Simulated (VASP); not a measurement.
# PbO2 (P4_2/mnm) in VASP: further runs

The runs below take PbO2 through relaxation of cell and atoms, with PBEsol, PBEsol+D3(BJ).

All numbers are computed with VASP 6.6.1; they aren't measurements. Logs are shortened: lines on timing, memory, paths and dates and some standing lists are left out, and cuts for length are marked.

### Step 1. The cell of the first run

The structure is tetragonal, space group P4_2/mnm (No. 136). Conventional cell: a = 4.995 Å, b = 4.995 Å, c = 3.409 Å, α = 90.00°, β = 90.00°, γ = 90.00°. Pb (site symmetry mmm) has 6 O at 2.17 to 2.18 Å within 2.9 Å. O (site symmetry m2m) has 3 Pb at 2.17 to 2.18 Å and 1 O at 2.72 Å within 2.9 Å.

### Step 2. Relaxation of cell and atoms, PBEsol, target pressure 10 GPa, at which the enthalpy is minimised

Input file INCAR:

```
SYSTEM = PbO2
PREC = Accurate
ENCUT = 600
EDIFF = 1E-7
ISMEAR = -1
SIGMA = 0.05
LREAL = .FALSE.
LASPH = .TRUE.
NELM = 60
ALGO = Normal
ISIF = 3
LWAVE = .FALSE.
LCHARG = .FALSE.
GGA = PS
IBRION = 2
NSW = 60
EDIFFG = -0.01
PSTRESS = 100.0
```

Input file KPOINTS:

```
regular mesh
0
G
  6 6 8
  0 0 0
```

Input file POSCAR:

```
PbO2
1.0
    4.9949598700      0.0000000000      0.0000000000
    0.0000000000      4.9949598700      0.0000000000
    0.0000000000      0.0000000000      3.4090009600
Pb O
2 4
Direct
    0.5000000000      0.5000000000      0.5000000000
    0.0000000000      0.0000000000      0.0000000000
    0.6925710400      0.6925710400      0.0000000000
    0.8074289600      0.1925710400      0.5000000000
    0.1925710400      0.8074289600      0.5000000000
    0.3074289600      0.3074289600      0.0000000000
```

Potentials or basis: VASP PAW PBE potentials, release 64 (Pb_d, O).

Run with:

```
$ cat potpaw_PBE.64/Pb_d/POTCAR potpaw_PBE.64/O/POTCAR > POTCAR
$ mpirun -np 1 vasp_std > vasp.out
```

OUTCAR:

```text
SYSTEM = PbO2
   PREC = Accurate
   ENCUT = 600
   EDIFF = 1E-7
   ISMEAR = -1
   LREAL = .FALSE.
   LASPH = .TRUE.
   NELM = 60
   ISIF = 3
   GGA = PS
   IBRION = 2
   NSW = 60
   EDIFFG = -0.01
   PSTRESS = 100.0

 ion  position               nearest neighbor table
   1  0.500  0.500  0.500-   4 2.17   5 2.17   3 2.18   6 2.18   3 2.18   6 2.18   2 3.92   2 3.92
                             2 3.92   2 3.92   2 3.92   2 3.92   2 3.92   2 3.92
   2  0.000  0.000  0.000-   3 2.17   6 2.17   5 2.18   4 2.18   4 2.18   5 2.18   1 3.92   1 3.92
                             1 3.92   1 3.92   1 3.92   1 3.92   1 3.92   1 3.92
   3  0.693  0.693  0.000-   2 2.17   1 2.18   1 2.18
   4  0.807  0.193  0.500-   1 2.17   2 2.18   2 2.18
   5  0.193  0.807  0.500-   1 2.17   2 2.18   2 2.18
   6  0.307  0.307  0.000-   2 2.17   1 2.18   1 2.18

  LATTYP: Found a simple tetragonal cell.
 ALAT       =     4.9949598700
 C/A-ratio  =     0.6824881578

  Lattice vectors:

 A1 = (   4.9949598700,   0.0000000000,   0.0000000000)
 A2 = (   0.0000000000,   4.9949598700,   0.0000000000)
 A3 = (   0.0000000000,   0.0000000000,   3.4090009600)

Analysis of symmetry for initial positions (statically):
=====================================================================
 Subroutine PRICEL returns:
 Original cell was already a primitive cell.

 Routine SETGRP: Setting up the symmetry group for a
 simple tetragonal supercell.

 Subroutine GETGRP returns: Found 16 space group operations
 (whereof  8 operations were pure point group operations)
 out of a pool of 16 trial point group operations.

The static configuration has the point symmetry D_2h.
 The point group associated with its full space group is D_4h.

Analysis of symmetry for dynamics (positions and initial velocities):
=====================================================================
 Subroutine PRICEL returns:
 Original cell was already a primitive cell.

 Routine SETGRP: Setting up the symmetry group for a
 simple tetragonal supercell.

 Subroutine GETGRP returns: Found 16 space group operations
 (whereof  8 operations were pure point group operations)
 out of a pool of 16 trial point group operations.

The dynamic configuration has the point symmetry D_2h.
 The point group associated with its full space group is D_4h.

 Subroutine INISYM returns: Found 16 space group operations
 (whereof  8 operations are pure point group operations),
 and found     1 'primitive' translations

----------------------------------------------------------------------------------------

                                     Primitive cell

  volume of cell :      85.0533

  direct lattice vectors                    reciprocal lattice vectors
     4.994959870  0.000000000  0.000000000     0.200201809  0.000000000  0.000000000
     0.000000000  4.994959870  0.000000000     0.000000000  0.200201809  0.000000000
     0.000000000  0.000000000  3.409000960     0.000000000  0.000000000  0.293341073

  length of vectors
     4.994959870  4.994959870  3.409000960     0.200201809  0.200201809  0.293341073

  position of ions in fractional coordinates (direct lattice)
     0.500000000  0.500000000  0.500000000
     0.000000000  0.000000000  0.000000000
     0.692571040  0.692571040  0.000000000
     0.807428960  0.192571040  0.500000000
     0.192571040  0.807428960  0.500000000
     0.307428960  0.307428960  0.000000000

  ion indices of the primitive-cell ions
   primitive index   ion index
                 1           1
                 2           2
                 3           3
                 4           4
                 5           5
                 6           6

----------------------------------------------------------------------------------------

 KPOINTS: regular mesh

Automatic generation of k-mesh.
 Grid dimensions read from file:
 generate k-points for:    6    6    8

 Generating k-lattice:

  Cartesian coordinates                     Fractional coordinates (reciprocal lattice)
     0.033366968  0.000000000  0.000000000     0.166666667  0.000000000  0.000000000
     0.000000000  0.033366968  0.000000000     0.000000000  0.166666667  0.000000000
     0.000000000  0.000000000  0.036667634     0.000000000  0.000000000  0.125000000

  Length of vectors
     0.033366968  0.033366968  0.036667634

  Shift w.r.t. Gamma in fractional coordinates (k-lattice)
     0.000000000  0.000000000  0.000000000

 Subroutine IBZKPT returns following result:
 ===========================================

 Found     50 irreducible k-points:

 Following reciprocal coordinates:
            Coordinates               Weight
  0.000000  0.000000  0.000000      1.000000
  0.166667  0.000000  0.000000      4.000000
  0.333333  0.000000  0.000000      4.000000
  0.500000  0.000000  0.000000      2.000000
  0.166667  0.166667  0.000000      4.000000
  0.333333  0.166667  0.000000      8.000000
[... 16 lines left out ...]
  0.333333  0.000000  0.250000      8.000000
  0.500000  0.000000  0.250000      4.000000
 [... further k-points ...]
   k-points           NKPTS =     50   k-points in BZ     NKDIM =     50   number of bands    NBANDS=     31
   number of dos      NEDOS =    301   number of ions     NIONS =      6
   total plane-waves  NPLWV =  44800
   dimension x,y,z NGX =    40 NGY =   40 NGZ =   28
   dimension x,y,z NGXF=    80 NGYF=   80 NGZF=   56
   ions per type =               2   4
   NGX,Y,Z   is equivalent  to a cutoff of  13.31, 13.31, 13.65 a.u.
   NGXF,Y,Z  is equivalent  to a cutoff of  26.63, 26.63, 27.31 a.u.
 SYSTEM =  PbO2
   PREC   = accura    normal or accurate (medium, high low for compatibility)
   ISTART =      0    job   : 0-new  1-cont  2-samecut
   ICHARG =      2    charge: 1-file 2-atom 10-const
   ISPIN  =      1    spin polarized calculation?
   LNONCOLLINEAR =      F non collinear calculations
   LSORBIT =      F    spin-orbit coupling
   LASPH  =      T    aspherical Exc in radial PAW
   ENCUT  =  600.0 eV  44.10 Ry    6.64 a.u.   9.98  9.98  6.81*2*pi/ulx,y,z
   NELM   =     60;   NELMIN=  2; NELMDL= -5     # of ELM steps
   EDIFF  = 0.1E-06   stopping-criterion for ELM
   LREAL  =      F    real-space projection
   EDIFFG = -.1E-01   stopping-criterion for IOM
   NSW    =     60    number of steps for IOM
   IBRION =      2    ionic relax: 0-MD 1-quasi-New 2-CG
   NFREE  =      1    steps in history (QN), initial steepest desc. (CG)
   ISIF   =      3    stress and relaxation
   ISYM   =      2    0-nonsym 1-usesym 2-fastsym
   POTIM  = 0.5000    time-step for ionic-motion
   TEBEG  =    0.0;   TEEND  =   0.0 temperature during run
   PSTRESS=  100.0 pullay stress
   NELECT =      52.0000    total number of electrons
   NUPDOWN=      -1.0000    fix difference up-down
   EMIN   =  10.00;   EMAX   =-10.00  energy-range for DOS
   EFERMI =   0.00;   METHOD = LEGACY
   ISMEAR =    -1;   SIGMA  =   0.05  broadening in eV -4-tet -1-fermi 0-gaus
   EFERMI_NEDOS =   21; number of points for ismear=-14 and -15
   IALGO  =     38    algorithm
   IMIX   =      4    mixing-type and parameters
     AMIX     =   0.40;   BMIX     =  1.00
     AMIX_MAG =   1.60;   BMIX_MAG =  1.00
  volume/ion in A,a.u.               =      14.18        95.66
  Fermi-wavevector in a.u.,A,eV,Ry     =   1.389458  2.625696 26.267337  1.930595
  Thomas-Fermi vector in A             =   2.513487
   LORBIT       =      0    0 simple, 1 ext, 2 COOP (PROOUT), +10 PAW based schemes
   GGA     = PS    functional components
   LHFCALC =     F    Hartree Fock is set to
   AEXX    =    0.0000 exact exchange contribution
   IVDW    =     0    specifies the selected vdW correction
   LEPSILON=     F    determine dielectric tensor
   LRPA    =     F    only Hartree local field effects (RPA)
 conjugate gradient relaxation of ions
 non-spin polarized calculation
  energy-cutoff  :      600.00
  volume of cell :       85.05
 maximum number of plane-waves:      2864
 NGX is ok and might be reduce to    40
   NGX = 19   NGY = 19   NGZ = 13

--------------------------------------- Ionic step        1  -------------------------------------------

 number of electron      52.0000009 magnetization

 Free energy of the ion-electron system (eV)
  ---------------------------------------------------
  ext. energy  EPLUGINS =         0.00000000
  ---------------------------------------------------
  free energy    TOTEN  =       -34.07459226 eV

  energy without entropy =      -34.07046882  energy(sigma->0) =      -34.07253054

------------------------ aborting loop because EDIFF is reached ----------------------------------------

  FORCE on cell =-STRESS in cart. coord.  units (eV):
  Direction    XX          YY          ZZ          XY          YZ          ZX
  --------------------------------------------------------------------------------------
  -------------------------------------------------------------------------------------
  Total        0.1838822      0.1838822      0.2756156      0.0000000      0.0000000      0.0000000
  in kB        3.4638515      3.4638515      5.1918628      0.0000000      0.0000000      0.0000000
  external PRESSURE =     -95.9601448 kB  Pullay stress =     100.0000000 kB
[... 109 lines left out ...]
  energy  without entropy=      -33.9285274049  energy(sigma->0) =      -33.92934036

  enthalpy is  TOTEN    =       -28.9201765703 eV   P V=        5.0099767352

[... ionic steps 4 to 9 ...]

--------------------------------------- Ionic step       10  -------------------------------------------

 number of electron      52.0000006 magnetization

------------------------ aborting loop because EDIFF is reached ----------------------------------------
[... 79 lines left out ...]
--------------------------------------- Ionic step       12  -------------------------------------------

 number of electron      52.0000006 magnetization

 Free energy of the ion-electron system (eV)
  ---------------------------------------------------
  ext. energy  EPLUGINS =         0.00000000
  ---------------------------------------------------
  free energy    TOTEN  =       -33.91430226 eV

  energy without entropy =      -33.91253395  energy(sigma->0) =      -33.91341810

 E-fermi :   4.8673     XC(G=0): -11.2329

 val. band max:        4.8313236403   @ k =   0.0000   0.0000   0.0000
 cond. band min:       5.0525718021   @ k =   0.1667   0.0000   0.0000
 fundamental gap:      0.2212481618
 Fermi energy:         4.8673285042

 k-point     1 :       0.0000    0.0000    0.0000
  band No.  band energies     occupation
      1     -13.8459      2.00000
      2     -13.6344      2.00000
      3     -11.8079      2.00000
      4     -11.8079      2.00000
      5     -10.7954      2.00000
      6     -10.5238      2.00000
[... 805 lines left out ...]
     30      12.6785      0.00000
     31      13.9385      0.00000

 [... further k-points ...]
[... 5 lines left out ...]
  --------------------------------------------------------------------------------------
  -------------------------------------------------------------------------------------
  Total        4.9850271      4.9850271      4.9936797      0.0000000      0.0000000      0.0000000
  in kB      100.1300156    100.1300156    100.3038138      0.0000000      0.0000000      0.0000000
  external PRESSURE =       0.1879483 kB  Pullay stress =     100.0000000 kB
[... 25 lines left out ...]
  energy  without entropy=      -33.9125339487  energy(sigma->0) =      -33.91341810

  enthalpy is  TOTEN    =       -28.9357480646 eV   P V=        4.9785541955

 reached required accuracy - stopping structural energy minimisation
```

Run time: 7.1 min. Hardware: 1 thread of Intel Xeon 6975P-C (Granite Rapids), shared host; peak memory 0.3 GiB.

Results:

* Free energy: -33.9143 eV
* Relaxed volume: 13.29 Å³/atom
* Relaxed cell: a = 4.844 Å, b = 4.844 Å, c = 3.399 Å, α = 90.00°, β = 90.00°, γ = 90.00°
* Space group after relaxing (to 0.1 Å): P4_2/mnm (No. 136)
* Energy change on relaxing (the run minimises the enthalpy): +26.7 meV/atom
* Ionic steps: 12
* Pressure after relaxing: 10.0 GPa
* Band gap on the k mesh: 0.12 eV (least direct gap 0.34 eV)

The path:
```tsv
step	energy change (eV)	largest force (eV/Å)	pressure (GPa)	volume (Å³)
1	0.0000	0.0064	0.40	85.05
2	0.6974	0.3620	24.94	75.02
3	0.1444	0.1424	9.85	80.27
4	0.1503	0.1458	10.07	80.17
5	0.1550	0.0102	10.13	79.92
6	0.1627	0.1000	10.21	79.77
7	0.1507	0.0486	9.73	79.93
8	0.1455	0.0226	9.48	80.01
9	0.1723	0.0473	10.45	79.58
10	0.1583	0.0115	9.95	79.80
11	0.1585	0.0124	9.97	79.79
12	0.1603	0.0005	10.02	79.77
```

Final structure:
```yaml
crystal:
  lattice:
    - [4.84402, 0.00000, 0.00000]
    - [0.00000, 4.84402, 0.00000]
    - [0.00000, 0.00000, 3.39940]
  atoms:
    - { symbol: Pb, position: [0.50000, 0.50000, 0.50000] }
    - { symbol: Pb, position: [0.00000, 0.00000, 0.00000] }
    - { symbol: O, position: [0.69292, 0.69292, 0.00000] }
    - { symbol: O, position: [0.80708, 0.19292, 0.50000] }
    - { symbol: O, position: [0.19292, 0.80708, 0.50000] }
    - { symbol: O, position: [0.30708, 0.30708, 0.00000] }
```

Levels at points of the mesh, in eV from the valence-band top:
| k point | band 22 | band 23 | band 24 | band 25 | band 26 | band 27 | band 28 | band 29 | band 30 | band 31 |
| --- | --- | --- | --- | --- | --- | --- | --- | --- | --- | --- |
| (0.00, 0.00, 0.00) | -0.60 | -0.60 | -0.55 | -0.53 | -0.53 | 0.12 | 4.65 | 5.89 | 5.89 | 9.81 |
| (0.50, 0.00, 0.00) | -1.35 | -0.60 | -0.60 | -0.35 | -0.35 | 2.96 | 2.96 | 6.53 | 6.53 | 10.40 |
| (0.50, 0.50, 0.00) | -1.72 | -0.61 | -0.61 | -0.44 | -0.44 | 3.32 | 3.32 | 6.97 | 6.97 | 10.69 |
| (0.00, 0.00, 0.50) | -2.04 | -1.22 | -1.22 | -0.81 | -0.81 | 4.27 | 4.27 | 9.26 | 9.26 | 9.72 |
| (0.50, 0.00, 0.50) | -1.10 | -0.82 | -0.82 | -0.01 | -0.01 | 4.65 | 4.65 | 7.76 | 7.76 | 10.17 |
| (0.50, 0.50, 0.50) | -1.65 | -0.68 | -0.68 | -0.50 | -0.50 | 3.26 | 3.26 | 8.51 | 8.51 | 10.05 |

Caveat: the cell is relaxed towards a set pressure, so the run minimises the enthalpy, not the energy; the smearing spreads over this small gap; the PAW data sets were made with another functional, which shifts forces and pressure a little; spin-orbit coupling is left out, which moves the levels of the heavy elements. A k mesh can miss the band edges.

### Step 3. Relaxation of cell and atoms, PBEsol, target pressure 20 GPa, at which the enthalpy is minimised

Changes to INCAR since step 2:

```diff
@@ -3,3 +3,3 @@
 ENCUT = 600
-EDIFF = 1E-7
+EDIFF = 1E-6
 ISMEAR = -1
@@ -17,2 +17,2 @@
 EDIFFG = -0.01
-PSTRESS = 100.0
+PSTRESS = 200.0
```

KPOINTS is that of step 2.

POSCAR is that of step 2.

Potentials or basis: VASP PAW PBE potentials, release 64 (Pb_d, O).

Run with:

```
$ cat potpaw_PBE.64/Pb_d/POTCAR potpaw_PBE.64/O/POTCAR > POTCAR
$ mpirun -np 1 vasp_std > vasp.out
```

It took 7.2 min on 1 thread of Intel Xeon 6975P-C (Granite Rapids), shared host; peak memory 0.3 GiB.

Results (log left out):

| Property | Result |
| --- | --- |
| Free energy | -33.5530 eV |
| Relaxed volume | 12.64 Å³/atom |
| Relaxed cell | a = 4.730 Å, b = 4.730 Å, c = 3.391 Å, α = 90.00°, β = 90.00°, γ = 90.00° |
| Space group after relaxing (to 0.1 Å) | P4_2/mnm (No. 136) |
| Energy change on relaxing (the run minimises the enthalpy) | +86.9 meV/atom |
| Ionic steps | 14 |
| Pressure after relaxing | 20.1 GPa |
| Largest force after relaxing | 0.009 eV/Å |
| Band gap on the k mesh | zero (bands 26 and 27 overlap by 0.06 eV) |

Forces on the atoms (eV/Å):
```
Pb   0.000  0.000  0.000
Pb   0.000  0.000  0.000
O   -0.007 -0.007  0.000
O    0.007 -0.007  0.000
O   -0.007  0.007  0.000
O    0.007  0.007  0.000
```

The path:
```csv
step,energy change (eV),largest force (eV/Å),pressure (GPa),volume (Å³)
1,0.0000,0.0064,0.39,85.05
2,3.4628,0.9491,73.14,65.43
3,0.4460,0.2767,18.97,76.87
4,0.4787,0.2888,19.79,76.60
5,0.4990,0.2959,20.30,76.44
6,0.5206,0.1062,20.57,75.97
7,0.5337,0.2048,20.70,75.86
8,0.4653,0.1159,18.93,76.35
9,0.4555,0.1018,18.66,76.42
10,0.5079,0.0230,19.89,75.97
11,0.5112,0.0308,19.96,75.94
12,0.5124,0.0337,19.98,75.93
13,0.5170,0.0114,20.04,75.90
14,0.5216,0.0092,20.11,75.86
```

Final structure:
```yaml
crystal:
  lattice:
    - [4.72960, 0.00000, 0.00000]
    - [0.00000, 4.72960, 0.00000]
    - [0.00000, 0.00000, 3.39122]
  atoms:
    - { symbol: Pb, position: [0.50000, 0.50000, 0.50000] }
    - { symbol: Pb, position: [0.00000, 0.00000, 0.00000] }
    - { symbol: O, position: [0.69264, 0.69264, 0.00000] }
    - { symbol: O, position: [0.80736, 0.19264, 0.50000] }
    - { symbol: O, position: [0.19264, 0.80736, 0.50000] }
    - { symbol: O, position: [0.30736, 0.30736, 0.00000] }
```

Levels at points of the mesh, in eV from the Fermi level:
| k point | band 24 | band 25 | band 26 | band 27 | band 28 | band 29 |
| --- | --- | --- | --- | --- | --- | --- |
| (0.00, 0.00, 0.00) | -0.73 | -0.73 | -0.70 | -0.15 | 4.71 | 5.74 |
| (0.50, 0.00, 0.00) | -0.82 | -0.60 | -0.60 | 3.18 | 3.18 | 6.39 |
| (0.50, 0.50, 0.00) | -0.82 | -0.68 | -0.68 | 3.49 | 3.49 | 6.97 |
| (0.00, 0.00, 0.50) | -1.57 | -1.12 | -1.12 | 4.48 | 4.48 | 9.38 |
| (0.50, 0.00, 0.50) | -1.14 | -0.09 | -0.09 | 4.94 | 4.94 | 7.93 |
| (0.50, 0.50, 0.50) | -0.97 | -0.76 | -0.76 | 3.44 | 3.44 | 8.45 |

Caveat: the cell is relaxed towards a set pressure, so the run minimises the enthalpy, not the energy; semilocal functionals underestimate gaps, and a narrow one can read as zero; the PAW data sets were made with another functional, which shifts forces and pressure a little; spin-orbit coupling is left out, which moves the levels of the heavy elements.

[end of part 1 of 2]

The gap in the log of VASP goes by the Fermi energy; the results here count the filled bands.